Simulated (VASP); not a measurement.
# Ti (P6/mmm) in VASP: a series of runs, part 2 of 2

VASP 6.6.1. The steps go on from the part before.

## (4) Relaxation of cell and atoms, PBEsol, target pressure 30 GPa, at which the enthalpy is minimised

The input, INCAR:

```
SYSTEM = Ti
PREC = Accurate
ENCUT = 600
EDIFF = 1E-6
ISMEAR = -1
SIGMA = 0.05
LREAL = .FALSE.
LASPH = .TRUE.
NELM = 80
ALGO = Normal
ISIF = 3
LWAVE = .FALSE.
LCHARG = .FALSE.
GGA = PS
IBRION = 2
NSW = 80
EDIFFG = -0.03
PSTRESS = 300.0
```

The input, KPOINTS:

```
Automatic mesh
0
G
  5 5 6
  0 0 0
```

The input, POSCAR:

```
Ti
1.0
    4.6000000000      0.0000000000      0.0000000000
   -2.3000000000      3.9837168600      0.0000000000
    0.0000000000      0.0000000000      2.8200000000
Ti
3
Direct
    0.0000000000      0.0000000000      0.0000000000
    0.3333333300      0.6666666700      0.5000000000
    0.6666666700      0.3333333300      0.5000000000
```

Potentials or basis: VASP PAW PBE potentials, release 64 (Ti_sv).

The run is started by

```console
cat potpaw_PBE.64/Ti_sv/POTCAR > POTCAR
mpirun -np 1 vasp_std > vasp.out
```

OUTCAR:

```text
SYSTEM = Ti
   PREC = Accurate
   ENCUT = 600
   EDIFF = 1E-6
   ISMEAR = -1
   LREAL = .FALSE.
   LASPH = .TRUE.
   NELM = 80
   ISIF = 3
   GGA = PS
   IBRION = 2
   NSW = 80
   EDIFFG = -0.03
   PSTRESS = 300.0

 ion  position               nearest neighbor table
   1  0.000  0.000  0.000-
   2  0.333  0.667  0.500-   3 2.66   3 2.66   3 2.66
   3  0.667  0.333  0.500-   2 2.66   2 2.66   2 2.66

  LATTYP: Found a hexagonal cell.
 ALAT       =     4.6000000000
 C/A-ratio  =     0.6130434783

  Lattice vectors:

 A1 = (   4.6000000000,   0.0000000000,   0.0000000000)
 A2 = (  -2.3000000000,   3.9837168600,   0.0000000000)
 A3 = (   0.0000000000,   0.0000000000,   2.8200000000)

Analysis of symmetry for initial positions (statically):
=====================================================================
 Subroutine PRICEL returns:
 Original cell was already a primitive cell.
[... 169 lines left out ...]

 E-fermi :   8.1136     XC(G=0): -11.6752

 val. band max:        8.0905776188   @ k =   0.0000   0.0000   0.0000
 cond. band min:       8.1494290819   @ k =   0.2000  -0.0000   0.0000
 fundamental gap:      0.0588514631
 Fermi energy:         8.1136260148

 k-point     1 :       0.0000    0.0000    0.0000
  band No.  band energies     occupation
      1     -48.4953      2.00000
      2     -48.2272      2.00000
      3     -48.0689      2.00000
      4     -24.9059      2.00000
      5     -24.9059      2.00000
      6     -24.7821      2.00000
[... 683 lines left out ...]
--------------------------------------- Ionic step        6  -------------------------------------------

 number of electron      35.9999997 magnetization

 Free energy of the ion-electron system (eV)
  ---------------------------------------------------
  ext. energy  EPLUGINS =         0.00000000
  ---------------------------------------------------
  free energy    TOTEN  =       -24.39938898 eV

  energy without entropy =      -24.38353458  energy(sigma->0) =      -24.39146178

 E-fermi :  10.7960     XC(G=0): -12.8330

 val. band max:       10.7580879323   @ k =   0.4000  -0.0000   0.0000
 cond. band min:      10.8386192508   @ k =   0.4000   0.2000   0.1667
 fundamental gap:      0.0805313185
 Fermi energy:        10.7959651911

 k-point     1 :       0.0000    0.0000    0.0000
  band No.  band energies     occupation
      1     -45.4576      2.00000
      2     -45.1203      2.00000
      3     -44.7992      2.00000
      4     -22.0044      2.00000
      5     -22.0044      2.00000
      6     -21.9459      2.00000
[... 523 lines left out ...]
  energy  without entropy=      -24.3835345839  energy(sigma->0) =      -24.39146178

  enthalpy is  TOTEN    =       -16.7239950258 eV   P V=        7.6753939501

 reached required accuracy - stopping structural energy minimisation
```

Wall time 4.2 min (1 thread of Intel Xeon 8259CL, shared host); peak memory 0.21 GiB.

What came out:

```
Free energy                                                : -24.3994 eV
Relaxed volume                                             : 13.66 Å³/atom
Relaxed cell                                               : a = 4.225 Å, b = 4.225 Å, c = 2.652 Å, α = 90.00°, β = 90.00°, γ = 120.00°
Space group after relaxing (to 0.1 Å)                      : P6/mmm (No. 191)
Energy change on relaxing (the run minimises the enthalpy) : +209.7 meV/atom
Ionic steps                                                : 6
Pressure after relaxing                                    : 30.1 GPa
Band gap on the k mesh                                     : zero (bands 18 and 19 overlap by 0.55 eV)
```

Stress tensor (GPa, compression positive):
```
30.03  0.00  0.00
 0.00 30.03  0.00
 0.00  0.00 30.20
```

The path:
| step | energy change (eV) | largest force (eV/Å) | pressure (GPa) | volume (Å³) |
| --- | --- | --- | --- | --- |
| 1 | 0.0000 | 0.0000 | -5.08 | 51.68 |
| 2 | 7.2897 | 0.0000 | 165.90 | 28.29 |
| 3 | 0.4363 | 0.0000 | 24.34 | 42.18 |
| 4 | 0.5895 | 0.0000 | 28.89 | 41.25 |
| 5 | 0.6316 | 0.0000 | 30.07 | 41.02 |
| 6 | 0.6290 | 0.0000 | 30.09 | 40.99 |

Final structure:
```yaml
crystal:
  lattice:
    - [4.22472, 0.00000, 0.00000]
    - [-2.11236, 3.65871, 0.00000]
    - [0.00000, 0.00000, 2.65194]
  atoms:
    - { symbol: Ti, position: [0.00000, 0.00000, 0.00000] }
    - { symbol: Ti, position: [0.33333, 0.66667, 0.50000] }
    - { symbol: Ti, position: [0.66667, 0.33333, 0.50000] }
```

Caveat: the k points lie up to 0.39 Å⁻¹ apart in the final cell, too coarse for converged energies and pressures of a metal; the cell is relaxed towards a set pressure, so the run minimises the enthalpy, not the energy; the volume moved by over 15 % at a fixed basis, so the end points are rough; the PAW data sets were made with another functional, which shifts forces and pressure a little.

## (5) Relaxation of cell and atoms, PBEsol, target pressure 45 GPa, at which the enthalpy is minimised

The input, INCAR:

```
ALGO = Normal ; EDIFF = 1E-7
EDIFFG = -0.03 ; ENCUT = 600
GGA = PS ; IBRION = 2
ISIF = 3 ; ISMEAR = -1
LASPH = T ; LCHARG = F
LREAL = F ; LWAVE = F
NELM = 100 ; NSW = 80
PREC = Accurate ; PSTRESS = 450.0
SIGMA = 0.05
```

The input, KPOINTS:

```
k-points
0
Gamma
  5 5 6
```

POSCAR is that of step 4.

Potentials or basis: VASP PAW PBE potentials, release 64 (Ti_sv).

The run is started by

```console
cat potpaw_PBE.64/Ti_sv/POTCAR > POTCAR
mpirun -np 1 vasp_std > vasp.out
```

OUTCAR:

```text
EDIFF = 1E-7
   EDIFFG = -0.03
   ENCUT = 600
   GGA = PS
   IBRION = 2
   ISIF = 3
   ISMEAR = -1
   LASPH = T
   LREAL = F
   NELM = 100
   NSW = 80
   PREC = Accurate
   PSTRESS = 450.0

 ion  position               nearest neighbor table
   1  0.000  0.000  0.000-
   2  0.333  0.667  0.500-   3 2.66   3 2.66   3 2.66
   3  0.667  0.333  0.500-   2 2.66   2 2.66   2 2.66

  LATTYP: Found a hexagonal cell.
 ALAT       =     4.6000000000
 C/A-ratio  =     0.6130434783

  Lattice vectors:

 A1 = (   4.6000000000,   0.0000000000,   0.0000000000)
 A2 = (  -2.3000000000,   3.9837168600,   0.0000000000)
 A3 = (   0.0000000000,   0.0000000000,   2.8200000000)

Analysis of symmetry for initial positions (statically):
=====================================================================
 Subroutine PRICEL returns:
 Original cell was already a primitive cell.

 Routine SETGRP: Setting up the symmetry group for a
 hexagonal supercell.

 Subroutine GETGRP returns: Found 24 space group operations
 (whereof 24 operations were pure point group operations)
 out of a pool of 24 trial point group operations.

The static configuration has the point symmetry D_6h.

Analysis of symmetry for dynamics (positions and initial velocities):
=====================================================================
 Subroutine PRICEL returns:
 Original cell was already a primitive cell.

 Routine SETGRP: Setting up the symmetry group for a
 hexagonal supercell.

 Subroutine GETGRP returns: Found 24 space group operations
 (whereof 24 operations were pure point group operations)
 out of a pool of 24 trial point group operations.

The dynamic configuration has the point symmetry D_6h.

 Subroutine INISYM returns: Found 24 space group operations
 (whereof 24 operations are pure point group operations),
 and found     1 'primitive' translations

----------------------------------------------------------------------------------------

                                     Primitive cell

  volume of cell :      51.6768

[... 97 lines left out ...]
   NUPDOWN=      -1.0000    fix difference up-down
   EMIN   =  10.00;   EMAX   =-10.00  energy-range for DOS
   EFERMI =   0.00;   METHOD = LEGACY
   ISMEAR =    -1;   SIGMA  =   0.05  broadening in eV -4-tet -1-fermi 0-gaus
   EFERMI_NEDOS =   21; number of points for ismear=-14 and -15
   IALGO  =     38    algorithm
   IMIX   =      4    mixing-type and parameters
     AMIX     =   0.40;   BMIX     =  1.00
     AMIX_MAG =   1.60;   BMIX_MAG =  1.00
  volume/ion in A,a.u.               =      17.23       116.24
  Fermi-wavevector in a.u.,A,eV,Ry     =   1.451255  2.742475 28.655807  2.106142
  Thomas-Fermi vector in A             =   2.568774
   LORBIT       =      0    0 simple, 1 ext, 2 COOP (PROOUT), +10 PAW based schemes
   GGA     = PS    functional components
   LHFCALC =     F    Hartree Fock is set to
   AEXX    =    0.0000 exact exchange contribution
   IVDW    =     0    specifies the selected vdW correction
   LEPSILON=     F    determine dielectric tensor
   LRPA    =     F    only Hartree local field effects (RPA)
 conjugate gradient relaxation of ions
 non-spin polarized calculation
  energy-cutoff  :      600.00
  volume of cell :       51.68
 maximum number of plane-waves:      1757
 NGX is ok and might be reduce to    40
   NGX = 19   NGY = 19   NGZ = 11

--------------------------------------- Ionic step        1  -------------------------------------------

 number of electron      35.9999997 magnetization

 Free energy of the ion-electron system (eV)
  ---------------------------------------------------
  ext. energy  EPLUGINS =         0.00000000
  ---------------------------------------------------
  free energy    TOTEN  =       -25.02835737 eV

  energy without entropy =      -25.00269119  energy(sigma->0) =      -25.01552428

 E-fermi :   8.1137     XC(G=0): -11.6752

 val. band max:        8.0906757220   @ k =   0.0000   0.0000   0.0000
 cond. band min:       8.1494449626   @ k =   0.2000  -0.0000   0.0000
 fundamental gap:      0.0587692406
 Fermi energy:         8.1136755514

 k-point     1 :       0.0000    0.0000    0.0000
  band No.  band energies     occupation
      1     -48.4953      2.00000
      2     -48.2270      2.00000
      3     -48.0687      2.00000
      4     -24.9059      2.00000
      5     -24.9059      2.00000
      6     -24.7820      2.00000
[... 601 lines left out ...]
  energy  without entropy=      -24.4106786871  energy(sigma->0) =      -24.41892121

  enthalpy is  TOTEN    =       -12.8572675267 eV   P V=       11.5698962067

[... ionic steps 4 to 7 ...]

--------------------------------------- Ionic step        8  -------------------------------------------

 number of electron      36.0000003 magnetization

------------------------ aborting loop because EDIFF is reached ----------------------------------------
[... 73 lines left out ...]
--------------------------------------- Ionic step       10  -------------------------------------------

 number of electron      36.0000003 magnetization

 Free energy of the ion-electron system (eV)
  ---------------------------------------------------
  ext. energy  EPLUGINS =         0.00000000
  ---------------------------------------------------
  free energy    TOTEN  =       -23.82054611 eV

  energy without entropy =      -23.80511962  energy(sigma->0) =      -23.81283287

 E-fermi :  11.5872     XC(G=0): -13.1636

 val. band max:       11.5437290339   @ k =   0.4000  -0.0000   0.0000
 cond. band min:      11.6314706979   @ k =   0.4000   0.2000   0.1667
 fundamental gap:      0.0877416640
 Fermi energy:        11.5871977528

 k-point     1 :       0.0000    0.0000    0.0000
  band No.  band energies     occupation
      1     -44.6038      2.00000
      2     -44.2007      2.00000
      3     -43.8361      2.00000
      4     -21.2245      2.00000
      5     -21.2245      2.00000
      6     -21.0979      2.00000
[... 523 lines left out ...]
  energy  without entropy=      -23.8051196198  energy(sigma->0) =      -23.81283287

  enthalpy is  TOTEN    =       -13.0068274566 eV   P V=       10.8137186559

 reached required accuracy - stopping structural energy minimisation
```

CONTCAR:

```text
Ti
   1.00000000000000
     4.1323625123671253   -0.0000000000000000   -0.0000000000000000
    -2.0661812561835626    3.5787309166445262   -0.0000000000000000
    -0.0000000000000000    0.0000000000000000    2.6034286303058609
  Ti
     3
Direct
     0.0000000000000000    0.0000000000000000    0.0000000000000000
     0.3333333300000021    0.6666666699999979    0.5000000000000000
     0.6666666699999979    0.3333333300000021    0.5000000000000000

  0.00000000E+00  0.00000000E+00  0.00000000E+00
  0.00000000E+00  0.00000000E+00  0.00000000E+00
  0.00000000E+00  0.00000000E+00  0.00000000E+00
```

Run time: 7.6 min. Hardware: 1 thread of Intel Xeon 8259CL, shared host; peak memory 0.21 GiB.

What came out:

```
Free energy                                                : -23.8205 eV
Relaxed volume                                             : 12.83 Å³/atom
Relaxed cell                                               : a = 4.132 Å, b = 4.132 Å, c = 2.603 Å, α = 90.00°, β = 90.00°, γ = 120.00°
Space group after relaxing (to 0.1 Å)                      : P6/mmm (No. 191)
Energy change on relaxing (the run minimises the enthalpy) : +402.6 meV/atom
Ionic steps                                                : 10
Pressure after relaxing                                    : 45.0 GPa
Band gap on the k mesh                                     : zero (bands 18 and 19 overlap by 0.69 eV)
```

Step by step:
```tsv
step	energy change (eV)	largest force (eV/Å)	pressure (GPa)	volume (Å³)
1	0.0000	0.0000	-5.09	51.68
2	19.2817	0.0000	390.04	20.96
3	0.6012	0.0000	29.20	41.19
4	1.0411	0.0000	40.85	39.17
5	1.2168	0.0000	45.13	38.51
6	1.1509	0.0000	43.55	38.75
7	1.1523	0.0000	43.66	38.70
8	1.1532	0.0000	43.67	38.70
9	1.3023	0.0000	47.25	38.17
10	1.2078	0.0000	45.00	38.50
```

Final structure:
```
Ti
1.0
     4.13236    0.00000    0.00000
    -2.06618    3.57873    0.00000
     0.00000    0.00000    2.60343
Ti
3
Direct
  0.00000 0.00000 0.00000
  0.33333 0.66667 0.50000
  0.66667 0.33333 0.50000
```

Levels at points of the mesh, in eV from the Fermi level:
| k point | band 15 | band 16 | band 17 | band 18 | band 19 | band 20 | band 21 | band 22 |
| --- | --- | --- | --- | --- | --- | --- | --- | --- |
| (0.00, 0.00, 0.00) | -0.59 | -0.59 | -0.48 | -0.48 | 0.21 | 1.01 | 1.74 | 1.74 |
| (0.00, 0.00, 0.50) | -2.33 | -2.33 | -2.00 | -1.46 | 1.47 | 1.47 | 1.85 | 1.85 |

Caveat: the k points lie up to 0.40 Å⁻¹ apart in the final cell, too coarse for converged energies and pressures of a metal; the cell is relaxed towards a set pressure, so the run minimises the enthalpy, not the energy; the volume moved by over 15 % at a fixed basis, so the end points are rough; the PAW data sets were made with another functional, which shifts forces and pressure a little.

## (6) The runs side by side

```tsv
cell	gap on the mesh (eV)	pressure (GPa)
relaxed	none	0.0
relaxed to 15 GPa	none	15.0
relaxed to 30 GPa	none	30.1
relaxed to 45 GPa	none	45.0
```

Alike in all rows: task relaxation of cell and atoms; level PBEsol; potentials or basis VASP PAW PBE potentials, release 64 (Ti_sv); no spin polarisation; k mesh 5 × 5 × 6; cutoff (eV) 600; smearing fermi-dirac 0.05 eV.

Caveats: all runs use coarse meshes; the PAW data sets were made with another functional, which shifts forces and pressure a little; the cell is relaxed towards a set pressure, so the run minimises the enthalpy, not the energy (at least some runs); the volume moved by over 15 % at a fixed basis, so the end points are rough (at least some runs).

Total energies depend on the potentials used, so only differences within one code and one set of settings carry meaning.

The gap in the log of VASP goes by the Fermi energy; the results here count the filled bands.